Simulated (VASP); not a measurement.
# I (Cmce) in VASP: notebook

The runs below take I through single point, with PBEsol.

Everything below comes from runs of VASP 6.6.1. Logs are shortened: lines on timing, memory, paths and dates and some standing lists are left out, and cuts for length are marked.

**1. The cell of the first run**

It takes space group Cmce (No. 64, orthorhombic). Conventional cell: a = 7.203 Å, b = 4.165 Å, c = 9.323 Å, α = 90.00°, β = 90.00°, γ = 90.00°. I (site symmetry m) has 4 I at 2.69 to 3.58 Å within 3.6 Å.

**2. Single point, PBEsol (34.96 Å³/atom)**

File INCAR:

```
SYSTEM = I
ALGO = Normal
EDIFF = 1E-7
ENCUT = 520
GGA = PS
ISIF = 2
ISMEAR = -1
LASPH = .True.
LCHARG = .False.
LREAL = .False.
LWAVE = .False.
NBANDS = 22
NELM = 100
PREC = Accurate
SIGMA = 0.05
```

File KPOINTS:

```
k-points
0
Gamma
  8 8 3
  0 0 0
```

File POSCAR:

```
I
1.0
    3.6014641161     -2.0827289294      0.0000000000
    3.6014641161      2.0827289294      0.0000000000
    0.0000000000      0.0000000000      9.3226652205
I
4
Direct
    0.8307187399      0.1692812601      0.1228187161
    0.6692812601      0.3307187399      0.6228187161
    0.1692812601      0.8307187399      0.8771812839
    0.3307187399      0.6692812601      0.3771812839
```

Potentials or basis: VASP PAW PBE potentials, release 64 (I).

Launch:

```
cat potpaw_PBE.64/I/POTCAR > POTCAR
mpirun -np 1 vasp_std > vasp.out
```

OUTCAR:

```text
SYSTEM = I
   EDIFF = 1E-7
   ENCUT = 520
   GGA = PS
   ISIF = 2
   ISMEAR = -1
   LASPH = .True.
   LREAL = .False.
   NELM = 100
   PREC = Accurate

 ion  position               nearest neighbor table
   1  0.831  0.169  0.123-   3 2.69   4 3.16   4 3.16
   2  0.669  0.331  0.623-   4 2.69   3 3.16   3 3.16
   3  0.169  0.831  0.877-   1 2.69   2 3.16   2 3.16
   4  0.331  0.669  0.377-   2 2.69   1 3.16   1 3.16

  LATTYP: Found a base centered orthorhombic cell.
 ALAT       =     4.1654578588
 B/A-ratio  =     1.7292044420
 C/A-ratio  =     2.2380889536

  Lattice vectors:

 A1 = (  -3.6014641161,  -2.0827289294,   0.0000000000)
 A2 = (   3.6014641161,  -2.0827289294,   0.0000000000)
 A3 = (   0.0000000000,   0.0000000000,   9.3226652205)

Analysis of symmetry for initial positions (statically):
=====================================================================
 Subroutine PRICEL returns:
 Original cell was already a primitive cell.

 Routine SETGRP: Setting up the symmetry group for a
 base centered orthorhombic supercell.

 Subroutine GETGRP returns: Found  8 space group operations
 (whereof  4 operations were pure point group operations)
 out of a pool of  8 trial point group operations.

The static configuration has the point symmetry C_2h.
 The point group associated with its full space group is D_2h.

Analysis of symmetry for dynamics (positions and initial velocities):
=====================================================================
 Subroutine PRICEL returns:
 Original cell was already a primitive cell.

 Routine SETGRP: Setting up the symmetry group for a
 base centered orthorhombic supercell.

 Subroutine GETGRP returns: Found  8 space group operations
 (whereof  4 operations were pure point group operations)
 out of a pool of  8 trial point group operations.

The dynamic configuration has the point symmetry C_2h.
 The point group associated with its full space group is D_2h.

 Subroutine INISYM returns: Found  8 space group operations
 (whereof  4 operations are pure point group operations),
 and found     1 'primitive' translations

----------------------------------------------------------------------------------------

                                     Primitive cell

  volume of cell :     139.8563

  direct lattice vectors                    reciprocal lattice vectors
     3.601464116 -2.082728929  0.000000000     0.138832426 -0.240069648  0.000000000
     3.601464116  2.082728929  0.000000000     0.138832426  0.240069648  0.000000000
     0.000000000  0.000000000  9.322665220     0.000000000  0.000000000  0.107265463

  length of vectors
     4.160324936  4.160324936  9.322665220     0.277322697  0.277322697  0.107265463

  position of ions in fractional coordinates (direct lattice)
     0.830718740  0.169281260  0.122818716
     0.669281260  0.330718740  0.622818716
     0.169281260  0.830718740  0.877181284
     0.330718740  0.669281260  0.377181284

  ion indices of the primitive-cell ions
   primitive index   ion index
                 1           1
                 2           2
                 3           3
                 4           4

----------------------------------------------------------------------------------------

 KPOINTS: k-points

Automatic generation of k-mesh.
 Grid dimensions read from file:
 generate k-points for:    8    8    3

 Generating k-lattice:

  Cartesian coordinates                     Fractional coordinates (reciprocal lattice)
     0.017354053 -0.030008706  0.000000000     0.125000000  0.000000000  0.000000000
     0.017354053  0.030008706  0.000000000     0.000000000  0.125000000  0.000000000
     0.000000000  0.000000000  0.035755154     0.000000000  0.000000000  0.333333333

  Length of vectors
     0.034665337  0.034665337  0.035755154

  Shift w.r.t. Gamma in fractional coordinates (k-lattice)
     0.000000000  0.000000000  0.000000000

 Subroutine IBZKPT returns following result:
 ===========================================

 Found     42 irreducible k-points:

 Following reciprocal coordinates:
            Coordinates               Weight
  0.000000  0.000000  0.000000      1.000000
  0.125000  0.000000  0.000000      4.000000
  0.250000  0.000000  0.000000      4.000000
  0.375000 -0.000000  0.000000      4.000000
  0.500000  0.000000  0.000000      2.000000
  0.125000  0.125000  0.000000      2.000000
[... 16 lines left out ...]
  0.125000  0.000000  0.333333      8.000000
  0.250000  0.000000  0.333333      8.000000
 [... further k-points ...]
   k-points           NKPTS =     42   k-points in BZ     NKDIM =     42   number of bands    NBANDS=     22
   number of dos      NEDOS =    301   number of ions     NIONS =      4
   total plane-waves  NPLWV =  71680
   dimension x,y,z NGX =    32 NGY =   32 NGZ =   70
   dimension x,y,z NGXF=    64 NGYF=   64 NGZF=  140
   ions per type =               4
   NGX,Y,Z   is equivalent  to a cutoff of  12.79, 12.79, 12.48 a.u.
   NGXF,Y,Z  is equivalent  to a cutoff of  25.57, 25.57, 24.97 a.u.
 SYSTEM =  I
   PREC   = accura    normal or accurate (medium, high low for compatibility)
   ISTART =      0    job   : 0-new  1-cont  2-samecut
   ICHARG =      2    charge: 1-file 2-atom 10-const
   ISPIN  =      1    spin polarized calculation?
   LNONCOLLINEAR =      F non collinear calculations
   LSORBIT =      F    spin-orbit coupling
   LASPH  =      T    aspherical Exc in radial PAW
   ENCUT  =  520.0 eV  38.22 Ry    6.18 a.u.   7.74  7.74 17.33*2*pi/ulx,y,z
   NELM   =    100;   NELMIN=  2; NELMDL= -5     # of ELM steps
   EDIFF  = 0.1E-06   stopping-criterion for ELM
   LREAL  =      F    real-space projection
   EDIFFG = 0.1E-05   stopping-criterion for IOM
   NSW    =      0    number of steps for IOM
   IBRION =     -1    ionic relax: 0-MD 1-quasi-New 2-CG
   NFREE  =      0    steps in history (QN), initial steepest desc. (CG)
   ISIF   =      2    stress and relaxation
   ISYM   =      2    0-nonsym 1-usesym 2-fastsym
   POTIM  = 0.5000    time-step for ionic-motion
   TEBEG  =    0.0;   TEEND  =   0.0 temperature during run
   PSTRESS=    0.0 pullay stress
   NELECT =      28.0000    total number of electrons
   NUPDOWN=      -1.0000    fix difference up-down
   EMIN   =  10.00;   EMAX   =-10.00  energy-range for DOS
   EFERMI =   0.00;   METHOD = LEGACY
   ISMEAR =    -1;   SIGMA  =   0.05  broadening in eV -4-tet -1-fermi 0-gaus
   EFERMI_NEDOS =   21; number of points for ismear=-14 and -15
   IALGO  =     38    algorithm
   IMIX   =      4    mixing-type and parameters
     AMIX     =   0.40;   BMIX     =  1.00
     AMIX_MAG =   1.60;   BMIX_MAG =  1.00
  volume/ion in A,a.u.               =      34.96       235.95
  Fermi-wavevector in a.u.,A,eV,Ry     =   0.957709  1.809807 12.479350  0.917206
  Thomas-Fermi vector in A             =   2.086751
   LORBIT       =      0    0 simple, 1 ext, 2 COOP (PROOUT), +10 PAW based schemes
   GGA     = PS    functional components
   LHFCALC =     F    Hartree Fock is set to
   AEXX    =    0.0000 exact exchange contribution
   IVDW    =     0    specifies the selected vdW correction
   LEPSILON=     F    determine dielectric tensor
   LRPA    =     F    only Hartree local field effects (RPA)
 non-spin polarized calculation
  energy-cutoff  :      520.00
  volume of cell :      139.86
 maximum number of plane-waves:      3783
   NGX = 15   NGY = 15   NGZ = 35

 number of electron      27.9999999 magnetization

 Free energy of the ion-electron system (eV)
  ---------------------------------------------------
  ext. energy  EPLUGINS =         0.00000000
  ---------------------------------------------------
  free energy    TOTEN  =        -6.75377279 eV

  energy without entropy =       -6.75376679  energy(sigma->0) =       -6.75376979

 E-fermi :   5.2772     XC(G=0):  -9.0908

 val. band max:        4.8308056749   @ k =   0.0000   0.0000   0.0000
 cond. band min:       5.7629431557   @ k =   0.5000   0.3750   0.0000
 fundamental gap:      0.9321374807
 Fermi energy:         5.2771880810

 k-point     1 :       0.0000    0.0000    0.0000
  band No.  band energies     occupation
      1      -9.9087      2.00000
      2      -8.8711      2.00000
      3      -8.0523      2.00000
      4      -5.9436      2.00000
      5      -0.9000      2.00000
      6       1.4148      2.00000
[... 14 lines left out ...]
     21      11.6813      0.00000
     22      12.3352      0.00000

 k-point     2 :       0.1250    0.0000    0.0000
  band No.  band energies     occupation
      1      -9.8108      2.00000
      2      -8.8223      2.00000
      3      -7.9700      2.00000
      4      -6.0334      2.00000
      5      -0.8499      2.00000
      6       1.1561      2.00000
[... 14 lines left out ...]
     21      11.5598      0.00000
     22      11.8257      0.00000

 k-point     3 :       0.2500    0.0000    0.0000
  band No.  band energies     occupation
      1      -9.5371      2.00000
      2      -8.7138      2.00000
      3      -7.7438      2.00000
      4      -6.2975      2.00000
      5      -0.8322      2.00000
      6       0.1794      2.00000
[... 14 lines left out ...]
     21      11.8159      0.00000
     22      12.4353      0.00000
[... 476 lines left out ...]
 k-point    23 :       0.1250    0.0000    0.3333
  band No.  band energies     occupation
      1      -9.6615      2.00000
      2      -9.2395      2.00000
      3      -7.3562      2.00000
      4      -6.4695      2.00000
      5      -0.4155      2.00000
      6       0.4657      2.00000
[... 14 lines left out ...]
     21      11.3992      0.00000
     22      11.6019      0.00000

 k-point    24 :       0.2500    0.0000    0.3333
  band No.  band energies     occupation
      1      -9.4034      2.00000
      2      -9.0371      2.00000
      3      -7.2812      2.00000
      4      -6.6056      2.00000
      5      -0.6603      2.00000
      6      -0.1204      2.00000
[... 14 lines left out ...]
     21      11.4482      0.00000
     22      11.9245      0.00000

 [... further k-points ...]

------------------------ aborting loop because EDIFF is reached ----------------------------------------

  FORCE on cell =-STRESS in cart. coord.  units (eV):
  Direction    XX          YY          ZZ          XY          YZ          ZX
  --------------------------------------------------------------------------------------
  -------------------------------------------------------------------------------------
  Total        0.6600882      4.7647294      7.9451278      0.0000000     -0.0000000      0.0000000
  in kB        7.5618946     54.5841932     91.0184728      0.0000000     -0.0000000      0.0000000
  external PRESSURE =      51.0548535 kB  Pullay stress =       0.0000000 kB

 VOLUME and BASIS-vectors are now :
 -----------------------------------------------------------------------------
  energy-cutoff  :      520.00
  volume of cell :      139.86
      direct lattice vectors                 reciprocal lattice vectors
     3.601464116 -2.082728929  0.000000000     0.138832426 -0.240069648  0.000000000
     3.601464116  2.082728929  0.000000000     0.138832426  0.240069648  0.000000000
     0.000000000  0.000000000  9.322665220     0.000000000  0.000000000  0.107265463

 POSITION                                       TOTAL-FORCE (eV/Angst)
 -----------------------------------------------------------------------------------
      3.60146     -1.37759      1.14500         0.000000      0.530392      0.416352
      3.60146     -0.70513      5.80633         0.000000     -0.530392      0.416352
      3.60146      1.37759      8.17767         0.000000     -0.530392     -0.416352
      3.60146      0.70513      3.51633         0.000000      0.530392     -0.416352
 -----------------------------------------------------------------------------------
    total drift:                                0.000000     -0.000000     -0.000000

  FREE ENERGIE OF THE ION-ELECTRON SYSTEM (eV)
  ---------------------------------------------------
  free  energy   TOTEN  =        -6.7537727927 eV

  energy  without entropy=       -6.7537667929  energy(sigma->0) =       -6.75376979
```

Run time: 2.8 min. Hardware: 1 thread of Intel Xeon 8259CL, shared host; peak memory 0.29 GiB.

What came out:

- Free energy: -6.7538 eV
- Pressure: 5.1 GPa
- Largest force: 0.674 eV/Å
- Band gap on the k mesh: 0.93 eV (least direct gap 1.28 eV)

Forces in eV/Å, atoms in the order of the input:
```
I    0.000  0.530  0.416
I    0.000 -0.530  0.416
I    0.000 -0.530 -0.416
I    0.000  0.530 -0.416
```

Stress tensor (GPa, compression positive):
```
0.76 0.00 0.00
0.00 5.46 0.00
0.00 0.00 9.10
```

Caveat: the stress differs along the axes, from 1 to 9 GPa; the PAW data sets were made with another functional, which shifts forces and pressure a little; spin-orbit coupling is left out, which moves the levels of the heavy elements.

(Continued in part 2 of 2.)
